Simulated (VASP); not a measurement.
# InAs (I-4m2) in VASP: further runs

The runs below take InAs through single point, with r2SCAN.

Everything below comes from runs of VASP 6.6.1. Logs are shortened: lines on timing, memory, paths and dates and some standing lists are left out, and cuts for length are marked.

## 1. The cell of the first run

Symmetry: I-4m2, No. 119, tetragonal system. The conventional cell has a = 4.515 Å, b = 4.515 Å, c = 5.427 Å, α = 90.00°, β = 90.00°, γ = 90.00°. In (site symmetry -4m2) has 4 As at 2.63 Å within 3.5 Å. Within 3.5 Å of As (site symmetry -4m2) lie 4 In at 2.63 Å.

## 2. Single point, r2SCAN

Input file POSCAR:

```
InAs
1.0
    0.0000000000      3.1923375885      2.7134869503
    3.1923375885      0.0000000000      2.7134869503
    3.1923375885      3.1923375885      0.0000000000
In As
1 1
Direct
    0.0000000000      0.0000000000      0.0000000000
    0.7500000000      0.7500000000      0.7500000000
```

Input file INCAR.step1:

```
SYSTEM = InAs
ALGO     = Normal         ! electronic algorithm
EDIFF    = 1E-4           ! SCF threshold, eV
ENCUT    = 520            ! plane-wave cutoff, eV
GGA      = PE             ! functional
ISMEAR   = 0              ! smearing method
LASPH    = .True.         ! aspherical terms in the spheres
LCHARG   = .False.        ! write CHGCAR
LREAL    = .False.        ! projectors in reciprocal space
LWAVE    = .True.         ! write WAVECAR
NBANDS   = 16             ! bands
NELM     = 100            ! most SCF steps
PREC     = Accurate       ! precision mode
SIGMA    = 0.03           ! smearing width, eV
```

Input file INCAR.step2:

```
SYSTEM = InAs
ALGO     = Normal         ! electronic algorithm
EDIFF    = 1E-6           ! SCF threshold, eV
ENCUT    = 520            ! plane-wave cutoff, eV
ISIF     = 2              ! what is computed and relaxed
ISMEAR   = 0              ! smearing method
ISTART   = 1            
LASPH    = .True.         ! aspherical terms in the spheres
LCHARG   = .False.        ! write CHGCAR
LMIXTAU  = .True.       
LREAL    = .False.        ! projectors in reciprocal space
LWAVE    = .False.        ! write WAVECAR
METAGGA  = R2SCAN         ! meta-GGA
NBANDS   = 16             ! bands
NELM     = 100            ! most SCF steps
PREC     = Accurate       ! precision mode
SIGMA    = 0.03           ! smearing width, eV
```

Input file KPOINTS:

```
k-points
0
Gamma
  10 10 10
  0 0 0
```

Potentials or basis: VASP PAW PBE potentials, release 64 (In_d, As).

The run is started by

```bash
cat potpaw_PBE.64/In_d/POTCAR potpaw_PBE.64/As/POTCAR > POTCAR
cp INCAR.step1 INCAR
mpirun -np 1 vasp_std > vasp.out
cp INCAR.step2 INCAR
mpirun -np 1 vasp_std > vasp.out
```

OUTCAR:

```text
SYSTEM = InAs
   EDIFF = 1E-6
   ENCUT = 520
   ISIF = 2
   ISMEAR = 0
   ISTART = 1
   LASPH = .True.
   LREAL = .False.
   METAGGA = R2SCAN
   NELM = 100
   PREC = Accurate

 ion  position               nearest neighbor table
   1  0.000  0.000  0.000-   2 2.63   2 2.63   2 2.63   2 2.63
   2  0.750  0.750  0.750-   1 2.63   1 2.63   1 2.63   1 2.63

  LATTYP: Found a body centered tetragonal cell.
 ALAT       =     4.5146471133
 C/A-ratio  =     1.2020815281

  Lattice vectors:

 A1 = (   0.0000000000,  -3.1923375885,  -2.7134869503)
 A2 = (   0.0000000000,   3.1923375885,  -2.7134869503)
 A3 = (   3.1923375885,   0.0000000000,   2.7134869503)

Analysis of symmetry for initial positions (statically):
=====================================================================
 Subroutine PRICEL returns:
 Original cell was already a primitive cell.

 Routine SETGRP: Setting up the symmetry group for a
 body centered tetragonal supercell.

 Subroutine GETGRP returns: Found  8 space group operations
 (whereof  8 operations were pure point group operations)
 out of a pool of 16 trial point group operations.

The static configuration has the point symmetry D_2d.

Analysis of symmetry for dynamics (positions and initial velocities):
=====================================================================
 Subroutine PRICEL returns:
 Original cell was already a primitive cell.

 Routine SETGRP: Setting up the symmetry group for a
 body centered tetragonal supercell.

 Subroutine GETGRP returns: Found  8 space group operations
 (whereof  8 operations were pure point group operations)
 out of a pool of 16 trial point group operations.

The dynamic configuration has the point symmetry D_2d.

 Subroutine INISYM returns: Found  8 space group operations
 (whereof  8 operations are pure point group operations),
 and found     1 'primitive' translations

----------------------------------------------------------------------------------------

                                     Primitive cell

  volume of cell :      55.3064

  direct lattice vectors                    reciprocal lattice vectors
     0.000000000  3.192337589  2.713486950    -0.156625039  0.156625039  0.184264752
     3.192337589  0.000000000  2.713486950     0.156625039 -0.156625039  0.184264752
     3.192337589  3.192337589  0.000000000     0.156625039  0.156625039 -0.184264752

  length of vectors
     4.189753061  4.189753061  4.514647113     0.288125502  0.288125502  0.288125502
[... 75 lines left out ...]
   ISPIN  =      1    spin polarized calculation?
   LNONCOLLINEAR =      F non collinear calculations
   LSORBIT =      F    spin-orbit coupling
   LASPH  =      T    aspherical Exc in radial PAW
   ENCUT  =  520.0 eV  38.22 Ry    6.18 a.u.   7.79  7.79  8.39*2*pi/ulx,y,z
   NELM   =    100;   NELMIN=  2; NELMDL=  0     # of ELM steps
   EDIFF  = 0.1E-05   stopping-criterion for ELM
   LREAL  =      F    real-space projection
   EDIFFG = 0.1E-04   stopping-criterion for IOM
   NSW    =      0    number of steps for IOM
   IBRION =     -1    ionic relax: 0-MD 1-quasi-New 2-CG
   NFREE  =      0    steps in history (QN), initial steepest desc. (CG)
   ISIF   =      2    stress and relaxation
   ISYM   =      2    0-nonsym 1-usesym 2-fastsym
   POTIM  = 0.5000    time-step for ionic-motion
   TEBEG  =    0.0;   TEEND  =   0.0 temperature during run
   PSTRESS=    0.0 pullay stress
   NELECT =      18.0000    total number of electrons
   NUPDOWN=      -1.0000    fix difference up-down
   EMIN   =  10.00;   EMAX   =-10.00  energy-range for DOS
   EFERMI =   0.00;   METHOD = LEGACY
   ISMEAR =     0;   SIGMA  =   0.03  broadening in eV -4-tet -1-fermi 0-gaus
   EFERMI_NEDOS =   21; number of points for ismear=-14 and -15
   IALGO  =     38    algorithm
   IMIX   =      4    mixing-type and parameters
     AMIX     =   0.40;   BMIX     =  1.00
     AMIX_MAG =   1.60;   BMIX_MAG =  1.00
  volume/ion in A,a.u.               =      27.65       186.61
  Fermi-wavevector in a.u.,A,eV,Ry     =   1.126092  2.128005 17.253320  1.268083
  Thomas-Fermi vector in A             =   2.262772
   LORBIT       =      0    0 simple, 1 ext, 2 COOP (PROOUT), +10 PAW based schemes
   METAGGA = R2SCAN    functional components
   LHFCALC =     F    Hartree Fock is set to
   AEXX    =    0.0000 exact exchange contribution
   IVDW    =     0    specifies the selected vdW correction
   LEPSILON=     F    determine dielectric tensor
   LRPA    =     F    only Hartree local field effects (RPA)
 non-spin polarized calculation
 Gauss-broadening in eV      SIGMA  =   0.03
  energy-cutoff  :      520.00
  volume of cell :       55.31
 maximum number of plane-waves:      1522
   NGX = 15   NGY = 15   NGZ = 17

 number of electron      17.9999999 magnetization

 Free energy of the ion-electron system (eV)
  ---------------------------------------------------
  ext. energy  EPLUGINS =         0.00000000
  ---------------------------------------------------
  free energy    TOTEN  =       -37.96335231 eV

  energy without entropy =      -37.96335231  energy(sigma->0) =      -37.96335231

 E-fermi :   4.5310     XC(G=0):  -9.6736

 val. band max:        4.3968961546   @ k =   0.0000   0.0000   0.0000
 cond. band min:       4.6644296439   @ k =   0.0000   0.0000   0.0000
 fundamental gap:      0.2675334893
 Fermi energy:         4.5310436260

 k-point     1 :       0.0000    0.0000    0.0000
  band No.  band energies     occupation
      1     -10.6041      2.00000
      2     -10.6041      2.00000
      3     -10.5547      2.00000
      4     -10.4772      2.00000
      5     -10.4385      2.00000
      6      -7.9643      2.00000
[... 433 lines left out ...]
      3     -10.5339      2.00000
      4     -10.5120      2.00000
      5     -10.4052      2.00000
      6      -6.2280      2.00000
[... 8 lines left out ...]
     15      15.4345      0.00000
     16      17.3731      0.00000

 [... further k-points ...]
[... 5 lines left out ...]
  --------------------------------------------------------------------------------------
  -------------------------------------------------------------------------------------
  Total       -0.0410432     -0.0410432      1.3930439      0.0000000      0.0000000      0.0000000
  in kB       -1.1889838     -1.1889838     40.3552474      0.0000000      0.0000000      0.0000000
  external PRESSURE =      12.6590933 kB  Pullay stress =       0.0000000 kB

 VOLUME and BASIS-vectors are now :
 -----------------------------------------------------------------------------
  energy-cutoff  :      520.00
  volume of cell :       55.31
      direct lattice vectors                 reciprocal lattice vectors
     0.000000000  3.192337589  2.713486950    -0.156625039  0.156625039  0.184264752
     3.192337589  0.000000000  2.713486950     0.156625039 -0.156625039  0.184264752
     3.192337589  3.192337589  0.000000000     0.156625039  0.156625039 -0.184264752

 POSITION                                       TOTAL-FORCE (eV/Angst)
 -----------------------------------------------------------------------------------
      0.00000      0.00000      0.00000        -0.000000     -0.000000     -0.000000
      4.78851      4.78851      4.07023         0.000000      0.000000      0.000000
 -----------------------------------------------------------------------------------
    total drift:                                0.000017      0.000017      0.000004

  FREE ENERGIE OF THE ION-ELECTRON SYSTEM (eV)
  ---------------------------------------------------
  free  energy   TOTEN  =       -37.9633523086 eV

  energy  without entropy=      -37.9633523086  energy(sigma->0) =      -37.96335231
```

OUTCAR.step1:

```text
SYSTEM = InAs
   EDIFF = 1E-4
   ENCUT = 520
   GGA = PE
   ISMEAR = 0
   LASPH = .True.
   LREAL = .False.
[... 677 lines left out ...]
      0.00000      0.00000      0.00000         0.000000      0.000000      0.000000
      4.78851      4.78851      4.07023        -0.000000     -0.000000     -0.000000
 -----------------------------------------------------------------------------------
    total drift:                               -0.000001     -0.000001      0.000006

  FREE ENERGIE OF THE ION-ELECTRON SYSTEM (eV)
  ---------------------------------------------------
  free  energy   TOTEN  =        -7.5983520763 eV

  energy  without entropy=       -7.5983520763  energy(sigma->0) =       -7.59835208
```

It took 2.2 min on 1 thread of Intel Xeon 6975P-C (Granite Rapids), shared host; peak memory 0.26 GiB.

What came out:

```yaml
Free_energy: -37.9634 eV
Pressure: 1.3 GPa
Band_gap_on_the_k_mesh: 0.27 eV
```

Stress tensor (GPa, compression positive):
```
-0.12  0.00  0.00
 0.00 -0.12  0.00
 0.00  0.00  4.04
```

Levels at points of the mesh, in eV from the valence-band top:
```csv
k point,band 7,band 8,band 9,band 10,band 11,band 12
"(0.00, 0.00, 0.00)",-0.36,-0.36,0.00,0.27,4.07,4.41
"(0.50, 0.00, 0.00)",-5.95,-1.60,-0.67,0.91,4.44,5.75
"(0.50, 0.50, 0.00)",-5.37,-3.05,-3.05,1.25,1.30,9.74
"(0.50, 0.00, 0.50)",-6.32,-2.16,-2.06,2.04,2.79,8.55
```

Caveat: semilocal functionals underestimate gaps, and a narrow one can read as zero; the PAW data sets were made with another functional, which shifts forces and pressure a little; spin-orbit coupling is left out, which moves the levels of the heavy elements.

[end of part 1 of 2]

The gap in the log of VASP goes by the Fermi energy; the results here count the filled bands.